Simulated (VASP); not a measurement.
# TiTe2 (P-3m1) in VASP: settings compared, part 2 of 2

VASP 6.6.1.

## (3) Relaxation of cell and atoms, PBE, target pressure 30 GPa, at which the enthalpy is minimised

File INCAR:

```
SYSTEM = TiTe2
  ALGO = Normal
  EDIFF = 1E-7
  EDIFFG = -0.01
  ENCUT = 600
  GGA = PE
  IBRION = 2
  ISIF = 3
  ISMEAR = -1
  LASPH = .True.
  LCHARG = .False.
  LREAL = .False.
  LWAVE = .False.
  NELM = 100
  NSW = 60
  PREC = Accurate
  PSTRESS = 300.0
  SIGMA = 0.05
```

File KPOINTS:

```
k-points
0
Gamma
  8 8 4
  0 0 0
```

File POSCAR:

```
TiTe2
1.0
    3.7770000000      0.0000000000      0.0000000000
   -1.8885000000      3.2709779501      0.0000000000
    0.0000000000      0.0000000000      6.4980000000
Te Ti
2 1
Direct
    0.3333333333      0.6666666667      0.7372000000
    0.6666666667      0.3333333333      0.2628000000
    0.0000000000      0.0000000000      0.0000000000
```

Potentials or basis: VASP PAW PBE potentials, release 64 (Te, Ti_sv).

Command:

```sh
$ cat potpaw_PBE.64/Te/POTCAR potpaw_PBE.64/Ti_sv/POTCAR > POTCAR
$ mpirun -np 1 vasp_std > vasp.out
```

OUTCAR:

```text
SYSTEM = TiTe2
   EDIFF = 1E-7
   EDIFFG = -0.01
   ENCUT = 600
   GGA = PE
   IBRION = 2
   ISIF = 3
   ISMEAR = -1
   LASPH = .True.
   LREAL = .False.
   NELM = 100
   NSW = 60
   PREC = Accurate
   PSTRESS = 300.0

 ion  position               nearest neighbor table
   1  0.333  0.667  0.737-   3 2.77   3 2.77   3 2.77
   2  0.667  0.333  0.263-   3 2.77   3 2.77   3 2.77
   3  0.000  0.000  0.000-   1 2.77   2 2.77   2 2.77   1 2.77   2 2.77   1 2.77

  LATTYP: Found a hexagonal cell.
 ALAT       =     3.7770000000
 C/A-ratio  =     1.7204130262

  Lattice vectors:

 A1 = (   3.7770000000,   0.0000000000,   0.0000000000)
 A2 = (  -1.8885000000,   3.2709779501,   0.0000000000)
 A3 = (   0.0000000000,   0.0000000000,   6.4980000000)

Analysis of symmetry for initial positions (statically):
=====================================================================
 Subroutine PRICEL returns:
 Original cell was already a primitive cell.

 Routine SETGRP: Setting up the symmetry group for a
 hexagonal supercell.

 Subroutine GETGRP returns: Found 12 space group operations
 (whereof 12 operations were pure point group operations)
 out of a pool of 24 trial point group operations.

The static configuration has the point symmetry D_3d.

Analysis of symmetry for dynamics (positions and initial velocities):
[... 142 lines left out ...]
   LEPSILON=     F    determine dielectric tensor
   LRPA    =     F    only Hartree local field effects (RPA)
 conjugate gradient relaxation of ions
 non-spin polarized calculation
  energy-cutoff  :      600.00
  volume of cell :       80.28
 maximum number of plane-waves:      2714
   NGX = 15   NGY = 15   NGZ = 25

--------------------------------------- Ionic step        1  -------------------------------------------

 number of electron      24.0000002 magnetization

 Free energy of the ion-electron system (eV)
  ---------------------------------------------------
  ext. energy  EPLUGINS =         0.00000000
  ---------------------------------------------------
  free energy    TOTEN  =       -16.21538387 eV

  energy without entropy =      -16.20394672  energy(sigma->0) =      -16.20966529

 E-fermi :   6.8079     XC(G=0):  -9.8601

 val. band max:        6.7890992950   @ k =   0.1250   0.0000   0.2500
 cond. band min:       6.8395186835   @ k =   0.5000   0.0000   0.0000
 fundamental gap:      0.0504193885
 Fermi energy:         6.8079378220
[... 1033 lines left out ...]
  energy  without entropy=      -15.2209642828  energy(sigma->0) =      -15.22591262

  enthalpy is  TOTEN    =        -3.1352701621 eV   P V=       12.0955908040

[... ionic steps 4 to 10 ...]

--------------------------------------- Ionic step       11  -------------------------------------------

 number of electron      24.0000000 magnetization

------------------------ aborting loop because EDIFF is reached ----------------------------------------
[... 73 lines left out ...]
--------------------------------------- Ionic step       13  -------------------------------------------

 number of electron      24.0000000 magnetization

 Free energy of the ion-electron system (eV)
  ---------------------------------------------------
  ext. energy  EPLUGINS =         0.00000000
  ---------------------------------------------------
  free energy    TOTEN  =       -14.63299586 eV

  energy without entropy =      -14.62008111  energy(sigma->0) =      -14.62653848

 E-fermi :  11.6094     XC(G=0): -11.5340

 val. band max:       11.6030045906   @ k =   0.0000   0.3750   0.2500
 cond. band min:      11.6175613023   @ k =   0.2500   0.0000   0.2500
 fundamental gap:      0.0145567117
 Fermi energy:        11.6093642818
[... 490 lines left out ...]
  energy  without entropy=      -14.6200811084  energy(sigma->0) =      -14.62653848

  enthalpy is  TOTEN    =        -3.8499009734 eV   P V=       10.7830948834

 reached required accuracy - stopping structural energy minimisation
```

CONTCAR:

```text
TiTe2
   1.00000000000000
     3.3539610373128759    0.0000000000000000   -0.0000000000000000
    -1.6769805186564379    2.9046154616289384    0.0000000000000000
    -0.0000000000000000   -0.0000000000000000    5.9113421398849750
  Te              Ti
     2     1
Direct
     0.3333333332999970    0.6666666667000030    0.7038941342146847
     0.6666666667000030    0.3333333332999970    0.2961058657853151
     0.0000000000000000    0.0000000000000000    0.0000000000000000

  0.00000000E+00  0.00000000E+00  0.00000000E+00
  0.00000000E+00  0.00000000E+00  0.00000000E+00
  0.00000000E+00  0.00000000E+00  0.00000000E+00
```

Run time: 5.2 min. Hardware: 1 thread of Intel Xeon 6975P-C (Granite Rapids), shared host; peak memory 0.26 GiB.

Results:

```
Free energy                                            : -14.6330 eV
Relaxed volume                                         : 19.20 Å³/atom
Relaxed cell                                           : a = 3.354 Å, b = 3.354 Å, c = 5.911 Å, α = 90.00°, β = 90.00°, γ = 120.00°
Space group after relaxing (to 0.05 Å)                 : P-3m1 (No. 164)
Energy change on relaxing (the enthalpy is what falls) : +527.5 meV/atom
Ionic steps                                            : 13
Pressure after relaxing                                : 30.0 GPa
Band gap on the k mesh                                 : zero (band 12 reaches 12.30 eV, above the bottom of band 13 at 11.27 eV)
```

Step by step:
```csv
step,energy change (eV),largest force (eV/Å),pressure (GPa),volume (Å³)
1,0.0000,0.0217,0.90,80.28
2,18.4806,15.9308,261.06,36.01
3,0.9845,2.3817,22.91,64.60
4,1.2622,2.7681,27.18,62.82
5,1.4572,3.0223,30.08,61.72
6,1.5006,1.2960,30.92,58.52
7,1.7443,0.0884,32.69,56.76
8,1.7181,0.1952,32.49,56.90
9,1.2861,0.2563,24.76,59.33
10,1.5715,0.0477,29.95,57.65
11,1.5744,0.0506,29.99,57.63
12,1.5800,0.0145,30.02,57.60
13,1.5824,0.0003,30.03,57.59
```

Final structure:
```
CELL_PARAMETERS angstrom
3.35396 0.00000 0.00000
-1.67698 2.90462 0.00000
0.00000 0.00000 5.91134
ATOMIC_POSITIONS crystal
Te 0.33333 0.66667 0.70389
Te 0.66667 0.33333 0.29611
Ti 0.00000 0.00000 0.00000
```

Caveat: the cell is relaxed towards a set pressure, so the enthalpy falls and the energy may rise; the volume moved by over 15 % at a fixed basis, so the end points are rough; spin-orbit coupling is left out, which moves the levels of the heavy elements; this functional lacks dispersion, which binds the layers, so the pressure and a relaxed spacing across them are unreliable.

## (4) Single point, PBEsol-based screened hybrid

POSCAR is that of step 3.

File INCAR.step1:

```
SYSTEM = TiTe2
PREC     = Accurate       ! precision mode
ENCUT    = 520            ! plane-wave cutoff, eV
EDIFF    = 1E-5           ! SCF threshold, eV
ISMEAR   = -1             ! smearing method
SIGMA    = 0.05           ! smearing width, eV
LREAL    = .FALSE.        ! projectors in reciprocal space
LASPH    = .TRUE.         ! aspherical terms in the spheres
NELM     = 100            ! most SCF steps
ALGO     = Normal         ! electronic algorithm
ISIF     = 2              ! what is computed and relaxed
LWAVE    = .TRUE.         ! write WAVECAR
LCHARG   = .FALSE.        ! write CHGCAR
GGA      = PE             ! functional
NBANDS   = 19             ! bands
```

File INCAR.step2:

```
SYSTEM = TiTe2
PREC     = Accurate       ! precision mode
ENCUT    = 520            ! plane-wave cutoff, eV
EDIFF    = 1E-6           ! SCF threshold, eV
ISMEAR   = -1             ! smearing method
SIGMA    = 0.05           ! smearing width, eV
LREAL    = .FALSE.        ! projectors in reciprocal space
LASPH    = .TRUE.         ! aspherical terms in the spheres
NELM     = 100            ! most SCF steps
ALGO     = Normal         ! electronic algorithm
ISIF     = 2              ! what is computed and relaxed
LWAVE    = .FALSE.        ! write WAVECAR
LCHARG   = .FALSE.        ! write CHGCAR
GGA      = PS             ! functional
LHFCALC  = .TRUE.         ! exact exchange
AEXX     = 0.25           ! exact-exchange fraction
HFSCREEN = 0.207          ! screening, 1/A
PRECFOCK = Normal       
ISTART   = 1            
NBANDS   = 19             ! bands
```

File KPOINTS:

```
Automatic mesh
0
G
  4 4 2
  0 0 0
```

Potentials or basis: VASP PAW PBE potentials, release 64 (Te, Ti_sv).

Command:

```sh
$ cat potpaw_PBE.64/Te/POTCAR potpaw_PBE.64/Ti_sv/POTCAR > POTCAR
$ cp INCAR.step1 INCAR
$ mpirun -np 1 vasp_std > vasp.out
$ cp INCAR.step2 INCAR
$ mpirun -np 1 vasp_std > vasp.out
```

OUTCAR:

```text
SYSTEM = TiTe2
   PREC = Accurate
   ENCUT = 520
   EDIFF = 1E-6
   ISMEAR = -1
   LREAL = .FALSE.
   LASPH = .TRUE.
   NELM = 100
   ISIF = 2
   GGA = PS
   LHFCALC = .TRUE.
   AEXX = 0.25
   HFSCREEN = 0.207
   PRECFOCK = Normal
   ISTART = 1

 ion  position               nearest neighbor table
   1  0.333  0.667  0.737-   3 2.77   3 2.77   3 2.77
   2  0.667  0.333  0.263-   3 2.77   3 2.77   3 2.77
   3  0.000  0.000  0.000-   1 2.77   2 2.77   2 2.77   1 2.77   2 2.77   1 2.77

  LATTYP: Found a hexagonal cell.
 ALAT       =     3.7770000000
 C/A-ratio  =     1.7204130262

  Lattice vectors:

 A1 = (   3.7770000000,   0.0000000000,   0.0000000000)
 A2 = (  -1.8885000000,   3.2709779501,   0.0000000000)
 A3 = (   0.0000000000,   0.0000000000,   6.4980000000)

Analysis of symmetry for initial positions (statically):
=====================================================================
 Subroutine PRICEL returns:
 Original cell was already a primitive cell.

 Routine SETGRP: Setting up the symmetry group for a
 hexagonal supercell.

 Subroutine GETGRP returns: Found 12 space group operations
 (whereof 12 operations were pure point group operations)
 out of a pool of 24 trial point group operations.

The static configuration has the point symmetry D_3d.

Analysis of symmetry for dynamics (positions and initial velocities):
=====================================================================
 Subroutine PRICEL returns:
 Original cell was already a primitive cell.

 Routine SETGRP: Setting up the symmetry group for a
 hexagonal supercell.

 Subroutine GETGRP returns: Found 12 space group operations
 (whereof 12 operations were pure point group operations)
 out of a pool of 24 trial point group operations.

The dynamic configuration has the point symmetry D_3d.

 Subroutine INISYM returns: Found 12 space group operations
 (whereof 12 operations are pure point group operations),
 and found     1 'primitive' translations

----------------------------------------------------------------------------------------

                                     Primitive cell

  volume of cell :      80.2794

  direct lattice vectors                    reciprocal lattice vectors
     3.777000000  0.000000000  0.000000000     0.264760392  0.152859484  0.000000000
    -1.888500000  3.270977950  0.000000000     0.000000000  0.305718967  0.000000000
     0.000000000  0.000000000  6.498000000     0.000000000  0.000000000  0.153893506

  length of vectors
     3.777000000  3.777000000  6.498000000     0.305718967  0.305718967  0.153893506

  position of ions in fractional coordinates (direct lattice)
     0.333333333  0.666666667  0.737200000
     0.666666667  0.333333333  0.262800000
     0.000000000  0.000000000  0.000000000

  ion indices of the primitive-cell ions
   primitive index   ion index
[... 26 lines left out ...]
 ===========================================

 Found      8 irreducible k-points:

 Following reciprocal coordinates:
            Coordinates               Weight
  0.000000  0.000000  0.000000      1.000000
  0.250000  0.000000  0.000000      6.000000
  0.500000  0.000000  0.000000      3.000000
  0.250000  0.250000  0.000000      6.000000
  0.000000  0.000000  0.500000      1.000000
  0.250000  0.000000  0.500000      6.000000
  0.500000  0.000000  0.500000      3.000000
  0.250000  0.250000  0.500000      6.000000
   k-points           NKPTS =      8   k-points in BZ     NKDIM =     32   number of bands    NBANDS=     19
   number of dos      NEDOS =    301   number of ions     NIONS =      3
   total plane-waves  NPLWV =  37632
   dimension x,y,z NGX =    28 NGY =   28 NGZ =   48
   dimension x,y,z NGXF=    56 NGYF=   56 NGZF=   96
   ions per type =               2   1
   NGX,Y,Z   is equivalent  to a cutoff of  12.32, 12.32, 12.28 a.u.
   NGXF,Y,Z  is equivalent  to a cutoff of  24.65, 24.65, 24.56 a.u.
 SYSTEM =  TiTe2
   PREC   = accura    normal or accurate (medium, high low for compatibility)
   ISTART =      1    job   : 0-new  1-cont  2-samecut
   ICHARG =      0    charge: 1-file 2-atom 10-const
   ISPIN  =      1    spin polarized calculation?
   LNONCOLLINEAR =      F non collinear calculations
   LSORBIT =      F    spin-orbit coupling
   LASPH  =      T    aspherical Exc in radial PAW
   ENCUT  =  520.0 eV  38.22 Ry    6.18 a.u.   7.02  7.02 12.08*2*pi/ulx,y,z
   NELM   =    100;   NELMIN=  2; NELMDL=  0     # of ELM steps
   EDIFF  = 0.1E-05   stopping-criterion for ELM
   LREAL  =      F    real-space projection
   EDIFFG = 0.1E-04   stopping-criterion for IOM
   NSW    =      0    number of steps for IOM
   IBRION =     -1    ionic relax: 0-MD 1-quasi-New 2-CG
   NFREE  =      0    steps in history (QN), initial steepest desc. (CG)
   ISIF   =      2    stress and relaxation
   ISYM   =      3    0-nonsym 1-usesym 2-fastsym
   POTIM  = 0.5000    time-step for ionic-motion
   TEBEG  =    0.0;   TEEND  =   0.0 temperature during run
   PSTRESS=    0.0 pullay stress
   NELECT =      24.0000    total number of electrons
   NUPDOWN=      -1.0000    fix difference up-down
   EMIN   =  10.00;   EMAX   =-10.00  energy-range for DOS
   EFERMI =   0.00;   METHOD = LEGACY
   ISMEAR =    -1;   SIGMA  =   0.05  broadening in eV -4-tet -1-fermi 0-gaus
   EFERMI_NEDOS =   21; number of points for ismear=-14 and -15
   IALGO  =     38    algorithm
   IMIX   =      1    mixing-type and parameters
     AMIX     =   0.40;   BMIX     =  1.00
     AMIX_MAG =   1.60;   BMIX_MAG =  1.00
  volume/ion in A,a.u.               =      26.76       180.58
  Fermi-wavevector in a.u.,A,eV,Ry     =   1.094655  2.068597 16.303438  1.198269
  Thomas-Fermi vector in A             =   2.230964
   LORBIT       =      0    0 simple, 1 ext, 2 COOP (PROOUT), +10 PAW based schemes
   GGA     = PS    functional components
   LHFCALC =     T    Hartree Fock is set to
   PRECFOCK=normal    Normal, Fast or Accurate (Low or Medium for compatibility)
   ENCUT4O =  -1.0   cutoff for four orbital integrals eV
   NKREDX  =     1    reduce k-point grid by
   NKREDY  =     1    reduce k-point grid by
   NKREDZ  =     1    reduce k-point grid by
   AEXX    =    0.2500 exact exchange contribution
   HFSCREEN=    0.2070 screening length (either q_TF or 0.3 A-1)
   HFSCREENC=   0.2070 screening length for correlation (either q_TF or 0.3 A-1)
   ENCUTFOCK=  -1.0 apply spherical cutoff to Coloumb kernel
   IVDW    =     0    specifies the selected vdW correction
   LEPSILON=     F    determine dielectric tensor
   LRPA    =     F    only Hartree local field effects (RPA)
 non-spin polarized calculation
  energy-cutoff  :      520.00
  volume of cell :       80.28
 maximum number of plane-waves:      2175
 NGX is ok and might be reduce to    28
  NGX = 24; NGY = 24; NGZ = 40

 number of electron      23.9999998 magnetization

 Free energy of the ion-electron system (eV)
  ---------------------------------------------------
  ext. energy  EPLUGINS =         0.00000000
  ---------------------------------------------------
  free energy    TOTEN  =       -20.67579011 eV

  energy without entropy =      -20.66867504  energy(sigma->0) =      -20.67223257

 E-fermi :   6.8625     XC(G=0):  -8.2874

 val. band max:        6.8310064861   @ k =   0.5000   0.0000   0.0000
 cond. band min:       7.1091316709   @ k =   0.0000   0.0000   0.0000
 fundamental gap:      0.2781251848
 Fermi energy:         6.8625029917

 k-point     1 :       0.0000    0.0000    0.0000
  band No.  band energies     occupation
      1     -55.7983      2.00000
      2     -30.4701      2.00000
      3     -30.4701      2.00000
      4     -30.4604      2.00000
      5      -7.2783      2.00000
      6      -5.5656      2.00000
[... 153 lines left out ...]
      6      -5.1543      2.00000
[... 11 lines left out ...]
     18      12.8876      0.00000
     19      12.9718      0.00000

------------------------ aborting loop because EDIFF is reached ----------------------------------------

  FORCE on cell =-STRESS in cart. coord.  units (eV):
  Direction    XX          YY          ZZ          XY          YZ          ZX
  --------------------------------------------------------------------------------------
  -------------------------------------------------------------------------------------
  Total       -1.5132471     -1.5132471     -1.3573226      0.0000000      0.0000000      0.0000000
  in kB      -30.2006391    -30.2006391    -27.0887751      0.0000000      0.0000000      0.0000000
  external PRESSURE =     -29.1633511 kB  Pullay stress =       0.0000000 kB

 VOLUME and BASIS-vectors are now :
 -----------------------------------------------------------------------------
  energy-cutoff  :      520.00
  volume of cell :       80.28
      direct lattice vectors                 reciprocal lattice vectors
     3.777000000  0.000000000  0.000000000     0.264760392  0.152859484  0.000000000
    -1.888500000  3.270977950  0.000000000     0.000000000  0.305718967  0.000000000
     0.000000000  0.000000000  6.498000000     0.000000000  0.000000000  0.153893506

 POSITION                                       TOTAL-FORCE (eV/Angst)
 -----------------------------------------------------------------------------------
     -0.00000      2.18065      4.79033        -0.000000     -0.000000      0.378185
      1.88850      1.09033      1.70767         0.000000      0.000000     -0.378185
      0.00000      0.00000      0.00000         0.000000      0.000000      0.000000
 -----------------------------------------------------------------------------------
    total drift:                                0.000000      0.000000      0.000004

  FREE ENERGIE OF THE ION-ELECTRON SYSTEM (eV)
  ---------------------------------------------------
  free  energy   TOTEN  =       -20.6757901116 eV

  energy  without entropy=      -20.6686750378  energy(sigma->0) =      -20.67223257
```

Run time: 12 min. Hardware: 1 thread of Intel Xeon Platinum 8488C (Sapphire Rapids), shared host; peak memory 0.31 GiB.

What came out:

| Quantity | Value |
| --- | --- |
| Free energy | -20.6758 eV |
| Pressure | -2.9 GPa |
| Largest force | 0.378 eV/Å |
| Band gap on the k mesh | zero (band 12 reaches 7.38 eV, above the bottom of band 13 at 6.54 eV) |

Forces on the atoms (eV/Å):
```
Te   0.000  0.000  0.378
Te   0.000  0.000 -0.378
Ti   0.000  0.000  0.000
```

Caveat: the k points lie up to 0.48 Å⁻¹ apart; the PAW data sets were made with another functional, which shifts forces and pressure a little; spin-orbit coupling is left out, which moves the levels of the heavy elements.

## (5) The runs side by side

| task | level | cell | k mesh | cutoff (eV) | grid for exact exchange (PRECFOCK) | share of exact exchange | screening parameter | gap on the mesh (eV) | pressure (GPa) |
| --- | --- | --- | --- | --- | --- | --- | --- | --- | --- |
| relaxation of cell and atoms | PBE | relaxed to 20 GPa | 8 × 8 × 4 | 600 | - | - | - | none | 20.0 |
| relaxation of cell and atoms | PBE | relaxed to 30 GPa | 8 × 8 × 4 | 600 | - | - | - | none | 30.0 |
| single point | PBEsol-based screened hybrid | as given | 4 × 4 × 2 | 520 | Normal | 0.25 | 0.207 1/Å | none | -2.9 |

Alike in all rows: potentials or basis VASP PAW PBE potentials, release 64 (Te, Ti_sv); no spin polarisation; smearing fermi-dirac 0.05 eV.

Caveats: some runs use coarse meshes; spin-orbit coupling is left out, which moves the levels of the heavy elements; the cell is relaxed towards a set pressure, so the enthalpy falls and the energy may rise (some runs); the volume moved by over 15 % at a fixed basis, so the end points are rough (some runs); this functional lacks dispersion, which binds the layers, so the pressure and a relaxed spacing across them are unreliable (some runs); the PAW data sets were made with another functional, which shifts forces and pressure a little (some runs).

Absolute energies hang on the potentials; compare differences alone.
